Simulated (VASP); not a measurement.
# Si3C3N8 (Pm) in VASP: further runs

Aim: see how the results for Si3C3N8 move with the level of theory and the settings. Levels: r2SCAN, PBE. Tasks: single point, relaxation of cell and atoms.

Program: VASP 6.6.1. These are calculated values, not measurements. Logs are shortened: lines on timing, memory, paths and dates and some standing lists are left out, and cuts for length are marked.

### 1 The cell of the first run

Symmetry: Pm, No. 6, monoclinic system. The conventional cell has a = 6.959 Å, b = 2.711 Å, c = 7.045 Å, α = 90.00°, β = 118.89°, γ = 90.00°. Si (site symmetry m) has 4 N at 1.63 to 1.68 Å within 2.2 Å. Within 2.2 Å of Si (site symmetry m) lie 4 N at 1.65 to 1.72 Å. Si (site symmetry m) has 4 N at 1.63 to 1.72 Å within 2.2 Å. C (site symmetry m) has 4 N at 1.42 to 1.64 Å within 1.9 Å. C (site symmetry m) has 4 N at 1.52 to 1.58 Å within 2.0 Å. C (site symmetry m) has 4 N at 1.49 to 1.63 Å within 2.0 Å. Within 2.0 Å of N (site symmetry m) lie 2 C at 1.47 to 1.52 Å and 1 Si at 1.68 Å. Within 2.0 Å of N (site symmetry m) lie 1 C at 1.49 Å and 2 Si at 1.70 to 1.72 Å.

### 2 Single point, r2SCAN

POSCAR reads:

```
Si3C3N8
1.0
    7.1193023917      0.0000000000      0.0494991911
    0.0000000000      2.7106110899      0.0000000000
   -3.5170467072      0.0000000000      6.0044874316
Si C N
3 3 8
Direct
    0.5792750031      0.5000000000      0.8183318553
    0.8313249333      0.0000000000      0.2359270115
    0.7800495756      0.0000000000      0.5997805301
    0.2240873914      0.5000000000      0.4049915085
    0.1889581090      0.5000000000      0.7739386743
    0.3986603176      0.0000000000      0.1775485684
    0.3103687568      0.5000000000      0.6453467549
    0.6390777728      0.0000000000      0.3173800535
    0.7204487278      0.5000000000      0.6893281796
    0.6510506611      0.0000000000      0.9694925894
    0.0571997380      0.0000000000      0.7085028069
    0.9934892321      0.5000000000      0.2978323783
    0.3051969984      0.0000000000      0.3348781978
    0.3208127831      0.5000000000      0.0267208912
```

INCAR.step1 reads:

```
  PREC = Accurate
  ENCUT = 910
  ISMEAR = -1
  SIGMA = 0.02
  LREAL = False
  LASPH = True
  NELM = 120
  NBANDS = 45
  GGA = PE
  ALGO = Normal
  EDIFF = 1E-5
  LWAVE = True
  LCHARG = False
  GGA_COMPAT = False
```

INCAR.step2 reads:

```
  PREC = Accurate
  ENCUT = 910
  EDIFF = 1E-6
  ISMEAR = -1
  SIGMA = 0.02
  LREAL = False
  LASPH = True
  NELM = 120
  ALGO = Normal
  ISIF = 2
  LWAVE = False
  LCHARG = False
  METAGGA = R2SCAN
  LMIXTAU = True
  NBANDS = 45
  ISTART = 1
  GGA_COMPAT = False
```

KPOINTS reads:

```
regular mesh
0
Gamma
  4 8 4
```

Potentials or basis: VASP PAW PBE potentials, release 64 (Si, C_h, N_h).

The run is started by

```
$ cat potpaw_PBE.64/Si/POTCAR potpaw_PBE.64/C_h/POTCAR potpaw_PBE.64/N_h/POTCAR > POTCAR
$ cp INCAR.step1 INCAR
$ mpirun -np 1 vasp_std > vasp.out
$ cp INCAR.step2 INCAR
$ mpirun -np 1 vasp_std > vasp.out
```

OUTCAR:

```text
PREC = Accurate
   ENCUT = 910
   EDIFF = 1E-6
   ISMEAR = -1
   LREAL = False
   LASPH = True
   NELM = 120
   ISIF = 2
   METAGGA = R2SCAN
   ISTART = 1

 ion  position               nearest neighbor table
   1  0.579  0.500  0.818-  10 1.63  10 1.63   9 1.65   7 1.68   2 2.88   2 2.88   3 2.89   3 2.89

   2  0.831  0.000  0.236-  10 1.65  12 1.69  12 1.69   8 1.72   3 2.73   1 2.88   1 2.88
   3  0.780  0.000  0.600-   9 1.63   9 1.63   8 1.70  11 1.72   2 2.73   1 2.89   1 2.89
   4  0.224  0.500  0.405-  12 1.42   7 1.47
   5  0.189  0.500  0.774-   7 1.52
   6  0.399  0.000  0.178-   8 1.49
   7  0.310  0.500  0.645-   4 1.47   5 1.52   1 1.68
   8  0.639  0.000  0.317-   6 1.49   3 1.70   2 1.72
   9  0.720  0.500  0.689-   3 1.63   3 1.63   1 1.65
  10  0.651  0.000  0.969-   1 1.63   1 1.63   2 1.65
  11  0.057  0.000  0.709-   3 1.72
  12  0.993  0.500  0.298-   4 1.42   2 1.69   2 1.69
  13  0.305  0.000  0.335-
  14  0.321  0.500  0.027-

  LATTYP: Found a simple monoclinic cell.
 ALAT       =     6.9586986468
 B/A-ratio  =     0.3895284489
 C/A-ratio  =     1.0123506874
 COS(beta)  =    -0.4830892739

  Lattice vectors:

 A1 = (  -3.5170467072,   0.0000000000,   6.0044874316)
 A2 = (   0.0000000000,   2.7106110899,   0.0000000000)
 A3 = (  -3.6022556845,   0.0000000000,  -6.0539866227)

Analysis of symmetry for initial positions (statically):
=====================================================================
 Subroutine PRICEL returns:
 Original cell was already a primitive cell.

 Routine SETGRP: Setting up the symmetry group for a
 simple monoclinic supercell.

 Subroutine GETGRP returns: Found  2 space group operations
 (whereof  2 operations were pure point group operations)
 out of a pool of  4 trial point group operations.

The static configuration has the point symmetry C_1h.

Analysis of symmetry for dynamics (positions and initial velocities):
=====================================================================
 Subroutine PRICEL returns:
 Original cell was already a primitive cell.

 Routine SETGRP: Setting up the symmetry group for a
 simple monoclinic supercell.

 Subroutine GETGRP returns: Found  2 space group operations
 (whereof  2 operations were pure point group operations)
 out of a pool of  4 trial point group operations.

The dynamic configuration has the point symmetry C_1h.

 Subroutine INISYM returns: Found  2 space group operations
 (whereof  2 operations are pure point group operations),
 and found     1 'primitive' translations

----------------------------------------------------------------------------------------

                                     Primitive cell

  volume of cell :     116.3444

  direct lattice vectors                    reciprocal lattice vectors
     7.119302392  0.000000000  0.049499191     0.139893482  0.000000000  0.081940701
     0.000000000  2.710611090  0.000000000     0.000000000  0.368920501  0.000000000
    -3.517046707  0.000000000  6.004487432    -0.001153240  0.000000000  0.165866614

  length of vectors
     7.119474469  2.710611090  6.958698647     0.162124843  0.368920501  0.165870623

  position of ions in fractional coordinates (direct lattice)
     0.579275003  0.500000000  0.818331855
     0.831324933  0.000000000  0.235927012
     0.780049576  0.000000000  0.599780530
     0.224087391  0.500000000  0.404991508
     0.188958109  0.500000000  0.773938674
     0.398660318  0.000000000  0.177548568
     0.310368757  0.500000000  0.645346755
     0.639077773  0.000000000  0.317380054
     0.720448728  0.500000000  0.689328180
     0.651050661  0.000000000  0.969492589
     0.057199738  0.000000000  0.708502807
     0.993489232  0.500000000  0.297832378
     0.305196998  0.000000000  0.334878198
     0.320812783  0.500000000  0.026720891

  ion indices of the primitive-cell ions
   primitive index   ion index
                 1           1
                 2           2
                 3           3
                 4           4
                 5           5
                 6           6
                 7           7
                 8           8
                 9           9
                10          10
                11          11
                12          12
                13          13
                14          14

----------------------------------------------------------------------------------------

 KPOINTS: regular mesh

Automatic generation of k-mesh.
 Grid dimensions read from file:
 generate k-points for:    4    8    4

 Generating k-lattice:

  Cartesian coordinates                     Fractional coordinates (reciprocal lattice)
     0.034973371  0.000000000  0.020485175     0.250000000  0.000000000 -0.000000000
     0.000000000  0.046115063  0.000000000     0.000000000  0.125000000  0.000000000
    -0.000288310  0.000000000  0.041466654     0.000000000  0.000000000  0.250000000

  Length of vectors
     0.040531211  0.046115063  0.041467656

[... 73 lines left out ...]
   NGX = 35   NGY = 13   NGZ = 35

 number of electron      63.9999999 magnetization

 Free energy of the ion-electron system (eV)
  ---------------------------------------------------
  ext. energy  EPLUGINS =         0.00000000
  ---------------------------------------------------
  free energy    TOTEN  =      -130.08139079 eV

  energy without entropy =     -130.08139079  energy(sigma->0) =     -130.08139079

 E-fermi :   8.4298     XC(G=0): -12.2422

 val. band max:        7.9554578301   @ k =   0.0000   0.1250   0.0000
 cond. band min:      10.4770372546   @ k =   0.0000   0.0000   0.0000
 fundamental gap:      2.5215794245
 Fermi energy:         8.4297708953

 k-point     1 :       0.0000    0.0000    0.0000
  band No.  band energies     occupation
      1     -14.3170      2.00000
      2     -12.5559      2.00000
      3     -12.0517      2.00000
      4     -11.4796      2.00000
      5     -10.4292      2.00000
      6     -10.3140      2.00000
[... 36 lines left out ...]
     43      15.5832      0.00000
     44      16.8635      0.00000

 k-point     2 :       0.2500    0.0000    0.0000
  band No.  band energies     occupation
      1     -14.2308      2.00000
      2     -12.6329      2.00000
      3     -12.3475      2.00000
      4     -11.5809      2.00000
      5     -10.1971      2.00000
      6      -9.8324      2.00000
[... 36 lines left out ...]
     43      15.8317      0.00000
     44      16.9424      0.00000

 k-point     3 :       0.5000    0.0000    0.0000
  band No.  band energies     occupation
      1     -14.1232      2.00000
      2     -12.7906      2.00000
      3     -12.5328      2.00000
      4     -11.6209      2.00000
      5      -9.9579      2.00000
      6      -9.4247      2.00000
[... 36 lines left out ...]
     43      16.4950      0.00000
     44      16.8286      0.00000

 k-point     4 :       0.0000    0.1250    0.0000
  band No.  band energies     occupation
      1     -14.0995      2.00000
      2     -12.3477      2.00000
      3     -11.8688      2.00000
      4     -11.2660      2.00000
      5     -10.2499      2.00000
      6     -10.1320      2.00000
[... 882 lines left out ...]
     43      16.2522      0.00000
     44      16.8456      0.00000

 k-point    23 :      -0.2500    0.1250    0.2500
  band No.  band energies     occupation
      1     -13.9669      2.00000
      2     -12.8230      2.00000
      3     -11.6803      2.00000
      4     -11.2799      2.00000
      5     -10.2880      2.00000
      6      -9.6949      2.00000
[... 36 lines left out ...]
     43      16.3310      0.00000
     44      16.4522      0.00000

 k-point    24 :       0.0000    0.2500    0.2500
  band No.  band energies     occupation
      1     -13.3510      2.00000
      2     -12.2183      2.00000
      3     -11.1483      2.00000
      4     -10.7097      2.00000
      5      -9.8839      2.00000
      6      -9.1728      2.00000
[... 36 lines left out ...]
     43      16.2967      0.00000
     44      16.8372      0.00000

 [... further k-points ...]

 [bands above 44 left out]

------------------------ aborting loop because EDIFF is reached ----------------------------------------

  FORCE on cell =-STRESS in cart. coord.  units (eV):
  Direction    XX          YY          ZZ          XY          YZ          ZX
  --------------------------------------------------------------------------------------
  -------------------------------------------------------------------------------------
  Total       -0.4368818     -0.4066997     -0.3859471      0.0000000      0.0000000     -0.0381846
  in kB       -6.0162909     -5.6006549     -5.3148705      0.0000000      0.0000000     -0.5258389
  external PRESSURE =      -5.6439388 kB  Pullay stress =       0.0000000 kB

 VOLUME and BASIS-vectors are now :
 -----------------------------------------------------------------------------
  energy-cutoff  :      910.00
  volume of cell :      116.34
      direct lattice vectors                 reciprocal lattice vectors
     7.119302392  0.000000000  0.049499191     0.139893482  0.000000000  0.081940701
     0.000000000  2.710611090  0.000000000     0.000000000  0.368920501  0.000000000
    -3.517046707  0.000000000  6.004487432    -0.001153240  0.000000000  0.165866614

 POSITION                                       TOTAL-FORCE (eV/Angst)
 -----------------------------------------------------------------------------------
      1.24592      1.35531      4.94234         0.014133      0.000000      0.014946
      5.08869      0.00000      1.45777         0.015947      0.000000     -0.024102
      3.44395      0.00000      3.63999        -0.032211      0.000000      0.020925
      0.17097      1.35531      2.44286        -0.010428      0.000000      0.007786
     -1.37673      1.35531      4.65646         0.001546      0.000000      0.000158
      2.21374      0.00000      1.08582         0.006644      0.000000      0.005639
     -0.06011      1.35531      3.89034         0.014902      0.000000      0.008992
      3.43355      0.00000      1.93734         0.019927      0.000000      0.021750
      2.70469      1.35531      4.17472         0.011475      0.000000     -0.014281
      1.22528      0.00000      5.85353        -0.002852      0.000000     -0.020420
     -2.08462      0.00000      4.25703        -0.012901      0.000000     -0.010395
      6.02546      1.35531      1.83751        -0.026887      0.000000     -0.001634
      0.99501      0.00000      2.02588         0.004792      0.000000     -0.002648
      2.18998      1.35531      0.17633        -0.004087      0.000000     -0.006717
 -----------------------------------------------------------------------------------
    total drift:                               -0.000078     -0.000000     -0.000231

  FREE ENERGIE OF THE ION-ELECTRON SYSTEM (eV)
  ---------------------------------------------------
  free  energy   TOTEN  =      -130.0813907905 eV

  energy  without entropy=     -130.0813907905  energy(sigma->0) =     -130.08139079
```

Run time: 44 min. Hardware: 1 thread of Intel Xeon Platinum 8488C (Sapphire Rapids), shared host; peak memory 0.68 GiB.

Results:

| Item | Value |
| --- | --- |
| Free energy | -130.0814 eV |
| Pressure | -0.6 GPa |
| Largest force | 0.038 eV/Å |
| Band gap on the k mesh | 2.52 eV (least direct gap 2.82 eV) |

Forces in eV/Å, atoms in the order of the input:
```
Si   0.014  0.000  0.015
Si   0.016  0.000 -0.024
Si  -0.032  0.000  0.021
C   -0.010  0.000  0.008
C    0.002  0.000  0.000
C    0.007  0.000  0.006
N    0.015  0.000  0.009
N    0.020  0.000  0.022
N    0.011  0.000 -0.014
N   -0.003  0.000 -0.020
N   -0.013  0.000 -0.010
N   -0.027  0.000 -0.002
N    0.005  0.000 -0.003
N   -0.004  0.000 -0.007
```

Stress tensor (GPa, compression positive):
```
-0.60  0.00 -0.05
 0.00 -0.56  0.00
-0.05  0.00 -0.53
```

Levels at points of the mesh, in eV from the valence-band top:
| k point | band 28 | band 29 | band 30 | band 31 | band 32 | band 33 | band 34 | band 35 | band 36 | band 37 |
| --- | --- | --- | --- | --- | --- | --- | --- | --- | --- | --- |
| (0.00, 0.00, 0.00) | -1.56 | -1.19 | -0.52 | -0.52 | -0.30 | 2.52 | 2.77 | 3.26 | 5.17 | 5.57 |
| (0.50, 0.00, 0.00) | -1.79 | -1.50 | -0.67 | -0.41 | -0.34 | 2.60 | 2.99 | 3.66 | 5.42 | 5.64 |
| (0.00, 0.50, 0.00) | -2.29 | -2.18 | -1.78 | -1.70 | -1.44 | 3.35 | 4.31 | 4.91 | 5.26 | 6.54 |
| (0.50, 0.50, 0.00) | -2.44 | -1.91 | -1.77 | -1.63 | -1.07 | 3.97 | 4.30 | 5.03 | 5.38 | 5.98 |
| (0.00, 0.00, 0.50) | -1.79 | -1.49 | -0.83 | -0.41 | -0.34 | 2.62 | 2.90 | 3.89 | 5.28 | 5.41 |
| (0.50, 0.00, 0.50) | -2.03 | -1.58 | -0.73 | -0.42 | -0.36 | 2.74 | 2.98 | 3.49 | 5.13 | 5.38 |
| (0.00, 0.50, 0.50) | -2.23 | -2.06 | -1.49 | -1.32 | -1.29 | 3.24 | 4.68 | 5.33 | 5.36 | 5.82 |
| (0.50, 0.50, 0.50) | -2.16 | -1.93 | -1.82 | -1.35 | -0.99 | 3.19 | 4.22 | 5.55 | 5.83 | 5.94 |

Caveat: the PAW data sets were made with another functional, which shifts forces and pressure a little.

### 3 Relaxation of cell and atoms, PBE

This run uses another cell than the first one, of 8.97 Å³/atom.

INCAR reads:

```
PREC = Accurate
ENCUT = 600
EDIFF = 1E-6
ISMEAR = -1
SIGMA = 0.02
LREAL = F
LASPH = T
NELM = 60
ALGO = Normal
ISIF = 3
LWAVE = F
LCHARG = F
GGA = PE
IBRION = 2
NSW = 80
EDIFFG = -0.005
```

KPOINTS reads:

```
Automatic mesh
0
Gamma
  4 8 4
```

POSCAR reads:

```
Si3C3N8
1.0
    7.2416002700      0.0000000000      0.0000000000
    0.0000000000      2.7665418500      0.0000000000
   -3.6208001300      0.0000000000      6.2714098000
Si C N
3 3 8
Direct
    0.5938637200      0.5000000000      0.8249461500
    0.8249461500      0.0000000000      0.2310824300
    0.7689175700      0.0000000000      0.5938637200
    0.2310824300      0.5000000000      0.4061362800
    0.1750538500      0.5000000000      0.7689175700
    0.4061362800      0.0000000000      0.1750538500
    0.3333333400      0.5000000000      0.6666666700
    0.6666666600      0.0000000000      0.3333333300
    0.7006589100      0.5000000000      0.6698534000
    0.6698534000      0.0000000000      0.9691944900
    0.0308055100      0.0000000000      0.7006589100
    0.9691944900      0.5000000000      0.2993410900
    0.2993410900      0.0000000000      0.3301466000
    0.3301466000      0.5000000000      0.0308055100
```

Potentials or basis: VASP PAW PBE potentials, release 64 (Si, C, N).

The run is started by

```
$ cat potpaw_PBE.64/Si/POTCAR potpaw_PBE.64/C/POTCAR potpaw_PBE.64/N/POTCAR > POTCAR
$ mpirun -np 1 vasp_std > vasp.out
```

Wall time 69 min (1 thread of Intel Xeon 6975P-C (Granite Rapids), shared host); peak memory 0.46 GiB.

Results (log left out):

- Free energy: -109.6778 eV
- Relaxed volume: 8.45 Å³/atom
- Relaxed cell: a = 7.172 Å, b = 2.728 Å, c = 6.988 Å, α = 90.00°, β = 120.11°, γ = 90.00°
- Space group after relaxing (to 0.1 Å): Pm (No. 6)
- Energy gained by relaxing: 177.6 meV/atom
- Ionic steps: 58
- Pressure after relaxing: 0.0 GPa
- Largest force after relaxing: 0.003 eV/Å
- Band gap on the k mesh: 2.07 eV (least direct gap 2.36 eV)

Forces on the atoms (eV/Å):
```
Si   0.001  0.000  0.001
Si   0.001  0.000  0.000
Si   0.001  0.000 -0.003
C    0.000  0.000  0.001
C   -0.001  0.000  0.000
C    0.001  0.000  0.002
N   -0.002  0.000 -0.001
N    0.000  0.000 -0.002
N   -0.001  0.000 -0.002
N    0.001  0.000  0.001
N    0.001  0.000  0.001
N   -0.003  0.000  0.001
N    0.000  0.000  0.000
N    0.000  0.000  0.003
```

The path:
| step | energy change (eV) | largest force (eV/Å) | pressure (GPa) | volume (Å³) |
| --- | --- | --- | --- | --- |
| 1 | 0.0000 | 6.1600 | -6.36 | 125.64 |
| 3 | -1.8737 | 3.8770 | -6.37 | 122.60 |
| 5 | -2.3168 | 1.3053 | -1.16 | 119.62 |
| 7 | -2.4062 | 0.5110 | -0.44 | 119.03 |
| 9 | -2.4405 | 0.5475 | 0.21 | 118.55 |
| 11 | -2.4537 | 0.2225 | 0.31 | 118.47 |
| 13 | -2.4582 | 0.2640 | -0.27 | 118.71 |
| 15 | -2.4631 | 0.1651 | -0.39 | 118.77 |
| 17 | -2.4680 | 0.1881 | 0.35 | 118.54 |
| 19 | -2.4716 | 0.1327 | 0.06 | 118.64 |
| 21 | -2.4749 | 0.0803 | -0.42 | 118.78 |
| 23 | -2.4769 | 0.1378 | 0.16 | 118.52 |
| 25 | -2.4783 | 0.0849 | 0.34 | 118.41 |
| 27 | -2.4798 | 0.1165 | -0.19 | 118.60 |
| 29 | -2.4811 | 0.1130 | -0.28 | 118.64 |
| 31 | -2.4829 | 0.1202 | 0.11 | 118.44 |
| 33 | -2.4838 | 0.1064 | 0.18 | 118.37 |
| 35 | -2.4839 | 0.1850 | 0.16 | 118.26 |
| 37 | -2.4850 | 0.0566 | -0.03 | 118.35 |
| 39 | -2.4854 | 0.0516 | -0.07 | 118.34 |
| 41 | -2.4855 | 0.0455 | -0.09 | 118.33 |
| 43 | -2.4858 | 0.0275 | 0.02 | 118.26 |
| 45 | -2.4859 | 0.0292 | 0.03 | 118.25 |
| 47 | -2.4859 | 0.0220 | 0.00 | 118.26 |
| 49 | -2.4860 | 0.0182 | -0.02 | 118.27 |
| 51 | -2.4860 | 0.0134 | 0.00 | 118.26 |
| 53 | -2.4860 | 0.0114 | 0.01 | 118.26 |
| 55 | -2.4860 | 0.0078 | 0.00 | 118.26 |
| 57 | -2.4860 | 0.0058 | 0.00 | 118.26 |
| 58 | -2.4860 | 0.0033 | 0.00 | 118.26 |

Final structure:
```cif
data_structure
_symmetry_space_group_name_H-M 'P 1'
_symmetry_Int_Tables_number 1
_cell_length_a 7.1718
_cell_length_b 2.7276
_cell_length_c 6.9884
_cell_angle_alpha 90.000
_cell_angle_beta 120.107
_cell_angle_gamma 90.000
_cell_volume 118.26
loop_
_atom_site_label
_atom_site_type_symbol
_atom_site_fract_x
_atom_site_fract_y
_atom_site_fract_z
_atom_site_occupancy
Si1 Si 0.57881 0.50000 0.81827 1
Si2 Si 0.83163 0.00000 0.23739 1
Si3 Si 0.78092 0.00000 0.60097 1
C1 C 0.22404 0.50000 0.40444 1
C2 C 0.18912 0.50000 0.77391 1
C3 C 0.39780 0.00000 0.17731 1
N1 N 0.30960 0.50000 0.64388 1
N2 N 0.63774 0.00000 0.31739 1
N3 N 0.72428 0.50000 0.69366 1
N4 N 0.64908 0.00000 0.96999 1
N5 N 0.05777 0.00000 0.70704 1
N6 N 0.99386 0.50000 0.29559 1
N7 N 0.30586 0.00000 0.33460 1
N8 N 0.31950 0.50000 0.02555 1
```

Levels at points of the mesh, in eV from the valence-band top:
| k point | band 30 | band 31 | band 32 | band 33 | band 34 | band 35 |
| --- | --- | --- | --- | --- | --- | --- |
| (0.00, 0.00, 0.00) | -0.55 | -0.49 | -0.29 | 2.07 | 2.32 | 2.75 |
| (0.50, 0.00, 0.00) | -0.66 | -0.43 | -0.34 | 2.15 | 2.53 | 3.13 |
| (0.50, 0.00, 0.50) | -0.69 | -0.43 | -0.36 | 2.26 | 2.50 | 2.98 |
| (0.00, 0.00, 0.50) | -0.79 | -0.42 | -0.34 | 2.16 | 2.41 | 3.35 |
| (0.00, 0.50, 0.00) | -1.68 | -1.60 | -1.36 | 2.82 | 3.79 | 4.24 |
| (0.50, 0.50, 0.00) | -1.69 | -1.55 | -0.98 | 3.40 | 3.74 | 4.33 |
| (0.50, 0.50, 0.50) | -1.70 | -1.27 | -0.89 | 2.70 | 3.61 | 4.86 |
| (0.00, 0.50, 0.50) | -1.38 | -1.23 | -1.19 | 2.74 | 4.09 | 4.64 |

A k mesh can miss the band edges.
